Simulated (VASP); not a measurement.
# F (P6_3/mmc) in VASP: a series of runs

The runs below take F through single point, with PBE.

Everything below comes from runs of VASP 6.6.1. Logs are shortened: lines on timing, memory, paths and dates and some standing lists are left out, and cuts for length are marked.

**1. The cell of the first run**

The structure is hexagonal, space group P6_3/mmc (No. 194). The conventional cell has a = 2.356 Å, b = 2.356 Å, c = 2.870 Å, α = 90.00°, β = 90.00°, γ = 120.00°. F (site symmetry -6m2) has 12 F at 1.98 to 2.36 Å within 2.6 Å.

**2. Single point, PBE**

Contents of INCAR:

```
SYSTEM = F
ALGO = Normal ; EDIFF = 1E-7
ENCUT = 520 ; GGA = PE
ISIF = 2 ; ISMEAR = -1
LASPH = .TRUE. ; LCHARG = .FALSE.
LREAL = .FALSE. ; LWAVE = .FALSE.
NBANDS = 14 ; NELM = 80
PREC = Accurate ; SIGMA = 0.05
```

Contents of KPOINTS:

```
k-points
0
G
  18 18 10
  0 0 0
```

Contents of POSCAR:

```
F
1.0
    2.3557002727      0.0000000000      0.0000000000
   -1.1778501364      2.0400962798      0.0000000000
    0.0000000000      0.0000000000      2.8701756785
F
2
Direct
    0.3333333333      0.6666666667      0.2500000000
    0.6666666667      0.3333333333      0.7500000000
```

Potentials or basis: VASP PAW PBE potentials, release 64 (F).

Started as:

```console
$ cat potpaw_PBE.64/F/POTCAR > POTCAR
$ mpirun -np 1 vasp_std > vasp.out
```

OUTCAR:

```text
SYSTEM = F
   EDIFF = 1E-7
   ENCUT = 520
   GGA = PE
   ISIF = 2
   ISMEAR = -1
   LASPH = .TRUE.
   LREAL = .FALSE.
   NELM = 80
   PREC = Accurate

 ion  position               nearest neighbor table
   1  0.333  0.667  0.250-
   2  0.667  0.333  0.750-

  LATTYP: Found a hexagonal cell.
 ALAT       =     2.3557002727
 C/A-ratio  =     1.2183959529

  Lattice vectors:

 A1 = (   2.3557002727,   0.0000000000,   0.0000000000)
 A2 = (  -1.1778501364,   2.0400962798,   0.0000000000)
 A3 = (   0.0000000000,   0.0000000000,   2.8701756785)

Analysis of symmetry for initial positions (statically):
=====================================================================
 Subroutine PRICEL returns:
 Original cell was already a primitive cell.

 Routine SETGRP: Setting up the symmetry group for a
 hexagonal supercell.

 Subroutine GETGRP returns: Found 24 space group operations
 (whereof 12 operations were pure point group operations)
 out of a pool of 24 trial point group operations.

The static configuration has the point symmetry D_3d.
 The point group associated with its full space group is D_6h.

Analysis of symmetry for dynamics (positions and initial velocities):
=====================================================================
 Subroutine PRICEL returns:
 Original cell was already a primitive cell.

 Routine SETGRP: Setting up the symmetry group for a
 hexagonal supercell.

 Subroutine GETGRP returns: Found 24 space group operations
 (whereof 12 operations were pure point group operations)
 out of a pool of 24 trial point group operations.

The dynamic configuration has the point symmetry D_3d.
 The point group associated with its full space group is D_6h.

 Subroutine INISYM returns: Found 24 space group operations
 (whereof 12 operations are pure point group operations),
 and found     1 'primitive' translations

----------------------------------------------------------------------------------------

                                     Primitive cell

  volume of cell :      13.7936

  direct lattice vectors                    reciprocal lattice vectors
     2.355700273  0.000000000  0.000000000     0.424502222  0.245086472  0.000000000
    -1.177850136  2.040096280  0.000000000     0.000000000  0.490172944  0.000000000
     0.000000000  0.000000000  2.870175678     0.000000000  0.000000000  0.348410729

  length of vectors
     2.355700273  2.355700273  2.870175678     0.490172944  0.490172944  0.348410729

  position of ions in fractional coordinates (direct lattice)
     0.333333333  0.666666667  0.250000000
     0.666666667  0.333333333  0.750000000

  ion indices of the primitive-cell ions
   primitive index   ion index
                 1           1
                 2           2

----------------------------------------------------------------------------------------

 KPOINTS: k-points

Automatic generation of k-mesh.
 Grid dimensions read from file:
 generate k-points for:   18   18   10

 Generating k-lattice:

  Cartesian coordinates                     Fractional coordinates (reciprocal lattice)
     0.023583457  0.013615915  0.000000000     0.055555556  0.000000000  0.000000000
     0.000000000  0.027231830  0.000000000     0.000000000  0.055555556  0.000000000
     0.000000000  0.000000000  0.034841073     0.000000000  0.000000000  0.100000000

  Length of vectors
     0.027231830  0.027231830  0.034841073

  Shift w.r.t. Gamma in fractional coordinates (k-lattice)
     0.000000000  0.000000000  0.000000000

 Subroutine IBZKPT returns following result:
 ===========================================

 Found    222 irreducible k-points:

 Following reciprocal coordinates:
            Coordinates               Weight
  0.000000  0.000000  0.000000      1.000000
  0.055556  0.000000  0.000000      6.000000
  0.111111  0.000000  0.000000      6.000000
  0.166667  0.000000  0.000000      6.000000
  0.222222  0.000000  0.000000      6.000000
  0.277778 -0.000000  0.000000      6.000000
[... 16 lines left out ...]
  0.333333  0.111111  0.000000     12.000000
  0.388889  0.111111  0.000000     12.000000
 [... further k-points ...]
   k-points           NKPTS =    222   k-points in BZ     NKDIM =    222   number of bands    NBANDS=     14
   number of dos      NEDOS =    301   number of ions     NIONS =      2
   total plane-waves  NPLWV =   7776
   dimension x,y,z NGX =    18 NGY =   18 NGZ =   24
   dimension x,y,z NGXF=    36 NGYF=   36 NGZF=   48
   ions per type =               2
   NGX,Y,Z   is equivalent  to a cutoff of  12.70, 12.70, 13.90 a.u.
   NGXF,Y,Z  is equivalent  to a cutoff of  25.41, 25.41, 27.80 a.u.
 SYSTEM =  F
   PREC   = accura    normal or accurate (medium, high low for compatibility)
   ISTART =      0    job   : 0-new  1-cont  2-samecut
   ICHARG =      2    charge: 1-file 2-atom 10-const
   ISPIN  =      1    spin polarized calculation?
   LNONCOLLINEAR =      F non collinear calculations
   LSORBIT =      F    spin-orbit coupling
   LASPH  =      T    aspherical Exc in radial PAW
   ENCUT  =  520.0 eV  38.22 Ry    6.18 a.u.   4.38  4.38  5.34*2*pi/ulx,y,z
   NELM   =     80;   NELMIN=  2; NELMDL= -5     # of ELM steps
   EDIFF  = 0.1E-06   stopping-criterion for ELM
   LREAL  =      F    real-space projection
   EDIFFG = 0.1E-05   stopping-criterion for IOM
   NSW    =      0    number of steps for IOM
   IBRION =     -1    ionic relax: 0-MD 1-quasi-New 2-CG
   NFREE  =      0    steps in history (QN), initial steepest desc. (CG)
   ISIF   =      2    stress and relaxation
   ISYM   =      2    0-nonsym 1-usesym 2-fastsym
   POTIM  = 0.5000    time-step for ionic-motion
   TEBEG  =    0.0;   TEEND  =   0.0 temperature during run
   PSTRESS=    0.0 pullay stress
   NELECT =      14.0000    total number of electrons
   NUPDOWN=      -1.0000    fix difference up-down
   EMIN   =  10.00;   EMAX   =-10.00  energy-range for DOS
   EFERMI =   0.00;   METHOD = LEGACY
   ISMEAR =    -1;   SIGMA  =   0.05  broadening in eV -4-tet -1-fermi 0-gaus
   EFERMI_NEDOS =   21; number of points for ismear=-14 and -15
   IALGO  =     38    algorithm
   IMIX   =      4    mixing-type and parameters
     AMIX     =   0.40;   BMIX     =  1.00
     AMIX_MAG =   1.60;   BMIX_MAG =  1.00
  volume/ion in A,a.u.               =       6.90        46.54
  Fermi-wavevector in a.u.,A,eV,Ry     =   1.645222  3.109018 36.827634  2.706755
  Thomas-Fermi vector in A             =   2.735055
   LORBIT       =      0    0 simple, 1 ext, 2 COOP (PROOUT), +10 PAW based schemes
   GGA     = PE    functional components
   LHFCALC =     F    Hartree Fock is set to
   AEXX    =    0.0000 exact exchange contribution
   IVDW    =     0    specifies the selected vdW correction
   LEPSILON=     F    determine dielectric tensor
   LRPA    =     F    only Hartree local field effects (RPA)
 non-spin polarized calculation
  energy-cutoff  :      520.00
  volume of cell :       13.79
 maximum number of plane-waves:       394
 NGX is ok and might be reduce to    18

 number of electron      13.9999987 magnetization

 Free energy of the ion-electron system (eV)
  ---------------------------------------------------
  ext. energy  EPLUGINS =         0.00000000
  ---------------------------------------------------
  free energy    TOTEN  =        -0.98949630 eV

  energy without entropy =       -0.96803746  energy(sigma->0) =       -0.97876688

 E-fermi :   1.2439     XC(G=0): -12.4821

 val. band max:        1.2362641512   @ k =   0.0000   0.0000   0.1000
 cond. band min:       1.2471357283   @ k =   0.2778   0.0556   0.5000
 fundamental gap:      0.0108715771
 Fermi energy:         1.2439307546

 k-point     1 :       0.0000    0.0000    0.0000
  band No.  band energies     occupation
      1     -24.3025      2.00000
      2     -18.2224      2.00000
      3      -5.4428      2.00000
      4      -0.7463      2.00000
      5      -0.7463      2.00000
      6       1.2842      0.61736
      7       1.2842      0.61736
      8       2.4999      0.00000
      9      18.1168      0.00000
     10      21.9504      0.00000
     11      32.7314      0.00000
     12      33.8353      0.00000
     13      33.8353      0.00000
     14      38.3760      0.00000

 k-point     2 :       0.0556    0.0000    0.0000
  band No.  band energies     occupation
      1     -24.2451      2.00000
      2     -18.2300      2.00000
      3      -5.3872      2.00000
      4      -0.8716      2.00000
      5      -0.8113      2.00000
      6       1.1782      1.57637
      7       1.3082      0.43354
      8       2.4489      0.00000
      9      18.2701      0.00000
     10      22.1046      0.00000
     11      32.5963      0.00000
     12      32.8055      0.00000
     13      34.0012      0.00000
     14      39.6567      0.00000

 k-point     3 :       0.1111    0.0000    0.0000
  band No.  band energies     occupation
      1     -24.0746      2.00000
      2     -18.2566      2.00000
      3      -5.2224      2.00000
      4      -1.2309      2.00000
      5      -0.9871      2.00000
      6       0.8872      1.99841
      7       1.3663      0.15939
      8       2.2974      0.00000
      9      18.6992      0.00000
     10      22.5385      0.00000
     11      31.0447      0.00000
     12      32.1827      0.00000
     13      34.4887      0.00000
     14      38.8680      0.00000
[... 324 lines left out ...]
 k-point    23 :       0.3333    0.1111    0.0000
  band No.  band energies     occupation
      1     -21.8453      2.00000
      2     -19.1321      2.00000
      3      -4.2188      2.00000
      4      -3.0447      2.00000
      5      -2.3961      2.00000
      6      -1.0246      2.00000
      7       0.2635      2.00000
      8       1.3182      0.36911
      9      21.2883      0.00000
     10      25.8060      0.00000
     11      26.6384      0.00000
     12      27.7612      0.00000
     13      35.2833      0.00000
     14      37.4035      0.00000

 k-point    24 :       0.3889    0.1111    0.0000
  band No.  band energies     occupation
      1     -21.4236      2.00000
      2     -19.4153      2.00000
      3      -4.5386      2.00000
      4      -2.6281      2.00000
      5      -2.3693      2.00000
      6      -1.3127      2.00000
      7      -0.1361      2.00000
      8       1.3079      0.43537
      9      21.2624      0.00000
     10      26.1466      0.00000
     11      26.6504      0.00000
     12      27.3270      0.00000
     13      35.4503      0.00000
     14      37.1541      0.00000

 [... further k-points ...]
[... 5 lines left out ...]
  --------------------------------------------------------------------------------------
  -------------------------------------------------------------------------------------
  Total        5.2583813      5.2583813      5.2698488     -0.0000000      0.0000000      0.0000000
  in kB      610.7781331    610.7781331    612.1101257     -0.0000000      0.0000000      0.0000000
  external PRESSURE =     611.2221306 kB  Pullay stress =       0.0000000 kB

 VOLUME and BASIS-vectors are now :
 -----------------------------------------------------------------------------
  energy-cutoff  :      520.00
  volume of cell :       13.79
      direct lattice vectors                 reciprocal lattice vectors
     2.355700273  0.000000000  0.000000000     0.424502222  0.245086472  0.000000000
    -1.177850136  2.040096280  0.000000000     0.000000000  0.490172944  0.000000000
     0.000000000  0.000000000  2.870175678     0.000000000  0.000000000  0.348410729

 POSITION                                       TOTAL-FORCE (eV/Angst)
 -----------------------------------------------------------------------------------
     -0.00000      1.36006      0.71754         0.000000      0.000000      0.000000
      1.17785      0.68003      2.15263         0.000000      0.000000      0.000000
 -----------------------------------------------------------------------------------
    total drift:                               -0.000000      0.000000      0.000000

  FREE ENERGIE OF THE ION-ELECTRON SYSTEM (eV)
  ---------------------------------------------------
  free  energy   TOTEN  =        -0.9894962976 eV

  energy  without entropy=       -0.9680374612  energy(sigma->0) =       -0.97876688
```

It took 57 s on 1 thread of AMD EPYC 7R13 (Zen 3), shared host; peak memory 0.11 GiB.

What came out:

| Quantity | Value |
| --- | --- |
| Free energy | -0.9895 eV |
| Pressure | 61.1 GPa |
| Band gap on the k mesh | zero (band 7 reaches 2.12 eV, above the bottom of band 8 at 0.28 eV) |

Levels at points of the mesh, in eV from the Fermi level:
```
           k point  band 4  band 5  band 6  band 7  band 8  band 9  band 10  band 11
(0.00, 0.00, 0.00)   -1.99   -1.99    0.04    0.04    1.26   16.87    20.71    31.49
(0.50, 0.00, 0.00)   -3.84   -3.56   -2.69   -1.43    0.30   19.58    24.86    25.39
(0.00, 0.00, 0.50)   -2.60   -0.96   -0.96   -0.96   -0.96   20.35    20.35    32.92
(0.50, 0.00, 0.50)   -7.10   -1.78   -1.78    0.04    0.04   21.45    21.45    28.06
```

**3. Single point, PBE**

This run uses another cell than the first one, of 7.96 Å³/atom, 1.154 times its volume.

Contents of INCAR:

```
  ALGO = Normal
  EDIFF = 1E-6
  ENCUT = 520
  GGA = PE
  ISIF = 2
  ISMEAR = -1
  LASPH = True
  LCHARG = True
  LELF = True
  LREAL = False
  LVHAR = True
  LWAVE = False
  NBANDS = 14
  NELM = 60
  PREC = Accurate
  SIGMA = 0.05
```

Contents of KPOINTS:

```
k-points
0
Gamma
  18 18 10
```

Contents of POSCAR:

```
F
1.0
    2.5228476721      0.0000000000      0.0000000000
   -1.2614238360      2.1848501739      0.0000000000
    0.0000000000      0.0000000000      2.8874494732
F
2
Direct
    0.3333333333      0.6666666667      0.2500000000
    0.6666666667      0.3333333333      0.7500000000
```

Potentials or basis: VASP PAW PBE potentials, release 64 (F).

Started as:

```console
$ cat potpaw_PBE.64/F/POTCAR > POTCAR
$ mpirun -np 1 vasp_std > vasp.out
```

Run time: 62 s. Hardware: 1 thread of AMD EPYC 7R13 (Zen 3), shared host; peak memory 0.11 GiB.

The run converged. Its results:

```yaml
Free_energy: -1.5708 eV
Pressure: 28.3 GPa
Band_gap_on_the_k_mesh: zero (band 7 reaches 0.25 eV, above the bottom of band 8 at -1.58 eV)
```

Stress tensor (GPa, compression positive):
```
28.27  0.00  0.00
 0.00 28.27  0.00
 0.00  0.00 28.36
```

Levels at points of the mesh, in eV from the Fermi level:
```
           k point  band 4  band 5  band 6  band 7  band 8  band 9  band 10  band 11
(0.00, 0.00, 0.00)   -2.06   -2.06   -0.09   -0.09    0.91   15.02    20.12    30.34
(0.50, 0.00, 0.00)   -3.32   -3.13   -1.97   -1.20    0.28   18.54    22.92    23.67
(0.00, 0.00, 0.50)   -2.43   -1.06   -1.06   -1.06   -1.06   18.85    18.85    30.74
(0.50, 0.00, 0.50)   -5.96   -1.64   -1.64    0.12    0.12   20.42    20.42    26.09
```

**4. Single point, PBE**

This run uses another cell than the first one, of 9.02 Å³/atom, 1.308 times its volume.

Contents of INCAR:

```
SYSTEM = F
PREC = Accurate ; ENCUT = 520
EDIFF = 1E-6 ; ISMEAR = -1
SIGMA = 0.05 ; LREAL = .False.
LASPH = .True. ; NELM = 80
ALGO = Normal ; ISIF = 2
LWAVE = .False. ; LCHARG = .False.
GGA = PE ; NBANDS = 14
```

Contents of KPOINTS:

```
Automatic mesh
0
Gamma
  18 18 10
  0 0 0
```

Contents of POSCAR:

```
F
1.0
    2.6826912279      0.0000000000      0.0000000000
   -1.3413456140      2.3232787539      0.0000000000
    0.0000000000      0.0000000000      2.8940946813
F
2
Direct
    0.3333333333      0.6666666667      0.2500000000
    0.6666666667      0.3333333333      0.7500000000
```

Started as:

```console
$ cat potpaw_PBE.64/F/POTCAR > POTCAR
$ mpirun -np 1 vasp_std > vasp.out
```

It took 40 s on 1 thread of AMD EPYC 7R13 (Zen 3), shared host; peak memory 0.12 GiB.

The run converged. Its results:

```yaml
Free_energy: -1.8332 eV
Pressure: 11.3 GPa
Band_gap_on_the_k_mesh: zero (band 7 reaches -1.21 eV, above the bottom of band 8 at -2.96 eV)
```

Levels at points of the mesh, in eV from the Fermi level:
```csv
k point,band 5,band 6,band 7,band 8,band 9,band 10
"(0.00, 0.00, 0.00)",-2.07,-0.17,-0.17,0.66,13.74,19.88
"(0.50, 0.00, 0.00)",-2.57,-1.49,-1.02,0.25,17.56,21.37
"(0.00, 0.00, 0.50)",-1.09,-1.09,-1.09,-1.09,17.82,17.82
"(0.50, 0.00, 0.50)",-1.52,-1.52,0.14,0.14,19.57,19.57
```

**5. Single point, PBE**

Contents of INCAR:

```
SYSTEM = F
PREC = Accurate
ENCUT = 520
EDIFF = 1E-6
ISMEAR = -1
SIGMA = 0.05
LREAL = .FALSE.
LASPH = .TRUE.
NELM = 60
ALGO = Normal
ISIF = 2
LWAVE = .FALSE.
LCHARG = .FALSE.
GGA = PE
NBANDS = 14
```

Contents of KPOINTS:

```
regular mesh
0
G
  18 18 10
  0 0 0
```

Changes to POSCAR since step 4:

```diff
@@ -4,3 +4,3 @@
    -1.3413456140      2.3232787539      0.0000000000
-    0.0000000000      0.0000000000      2.8940946813
+    0.0000000000      0.0000000000      2.8940946812
 F
```

Started as:

```console
$ cat potpaw_PBE.64/F/POTCAR > POTCAR
$ mpirun -np 1 vasp_std > vasp.out
```

Wall time 47 s (1 thread of AMD EPYC 7R13 (Zen 3), shared host); peak memory 0.12 GiB.

The run converged. Its results:

| Quantity | Value |
| --- | --- |
| Free energy | -1.8332 eV |
| Pressure | 11.3 GPa |
| Band gap on the k mesh | zero (band 7 reaches -1.21 eV, above the bottom of band 8 at -2.96 eV) |

Levels at points of the mesh, in eV from the Fermi level:
| k point | band 3 | band 4 | band 5 | band 6 | band 7 | band 8 | band 9 | band 10 | band 11 | band 12 |
| --- | --- | --- | --- | --- | --- | --- | --- | --- | --- | --- |
| (0.00, 0.00, 0.00) | -4.27 | -2.07 | -2.07 | -0.17 | -0.17 | 0.66 | 13.74 | 19.88 | 28.49 | 28.49 |
| (0.50, 0.00, 0.00) | -4.02 | -3.10 | -2.57 | -1.49 | -1.02 | 0.25 | 17.56 | 21.37 | 22.57 | 26.43 |
| (0.00, 0.00, 0.50) | -2.27 | -2.27 | -1.09 | -1.09 | -1.09 | -1.09 | 17.82 | 17.82 | 28.99 | 28.99 |
| (0.50, 0.00, 0.50) | -5.10 | -5.10 | -1.52 | -1.52 | 0.14 | 0.14 | 19.57 | 19.57 | 24.61 | 24.61 |

**6. Single point, PBE**

This run uses another cell than the first one, of 10.08 Å³/atom, 1.462 times its volume.

Contents of INCAR:

```
PREC = Accurate ; ENCUT = 520
EDIFF = 1E-6 ; ISMEAR = -1
SIGMA = 0.05 ; LREAL = F
LASPH = T ; NELM = 80
ALGO = Normal ; ISIF = 2
LWAVE = F ; LCHARG = F
GGA = PE ; NBANDS = 14
```

Contents of KPOINTS:

```
regular mesh
0
Gamma
  18 18 10
```

Contents of POSCAR:

```
F
1.0
    2.8329486913      0.0000000001      0.0000000000
   -1.4164743457      2.4534055342      0.0000000000
    0.0000000000      0.0000000000      2.9005568052
F
2
Direct
    0.3333333333      0.6666666667      0.2500000000
    0.6666666667      0.3333333333      0.7500000000
```

Potentials or basis: VASP PAW PBE potentials, release 64 (F).

Started as:

```console
$ cat potpaw_PBE.64/F/POTCAR > POTCAR
$ mpirun -np 1 vasp_std > vasp.out
```

Wall time 71 s (1 thread of AMD EPYC 7R13 (Zen 3), shared host); peak memory 0.13 GiB.

The run converged. Its results:

- Free energy: -1.9279 eV
- Pressure: 2.2 GPa
- Band gap on the k mesh: zero (band 7 reaches -2.40 eV, above the bottom of band 8 at -4.01 eV)

Levels at points of the mesh, in eV from the Fermi level:
| k point | band 4 | band 5 | band 6 | band 7 | band 8 | band 9 | band 10 | band 11 |
| --- | --- | --- | --- | --- | --- | --- | --- | --- |
| (0.00, 0.00, 0.00) | -2.01 | -2.01 | -0.20 | -0.20 | 0.49 | 12.84 | 19.82 | 26.99 |
| (0.50, 0.00, 0.00) | -2.88 | -2.11 | -1.18 | -0.85 | 0.23 | 16.72 | 20.12 | 21.84 |
| (0.00, 0.00, 0.50) | -2.11 | -1.06 | -1.06 | -1.06 | -1.06 | 17.09 | 17.09 | 27.62 |
| (0.50, 0.00, 0.50) | -4.40 | -1.39 | -1.39 | 0.13 | 0.13 | 18.90 | 18.90 | 23.46 |

**7. Summary**

```csv
cell,gap on the mesh (eV),pressure (GPa)
"a = 2.356, b = 2.356, c = 2.870 Å, angles 90.0, 90.0, 120.0°, 2 atoms",none,61.1
"a = 2.523, b = 2.523, c = 2.887 Å, angles 90.0, 90.0, 120.0°, 2 atoms",none,28.3
"a = 2.683, b = 2.683, c = 2.894 Å, angles 90.0, 90.0, 120.0°, 2 atoms",none,11.3
"a = 2.833, b = 2.833, c = 2.901 Å, angles 90.0, 90.0, 120.0°, 2 atoms",none,2.2
```

Alike in all rows: task single point; level PBE; potentials or basis VASP PAW PBE potentials, release 64 (F); no spin polarisation; k mesh 18 × 18 × 10; cutoff (eV) 520; smearing fermi-dirac 0.05 eV.

Total energies depend on the potentials used, so only differences within one code and one set of settings carry meaning.
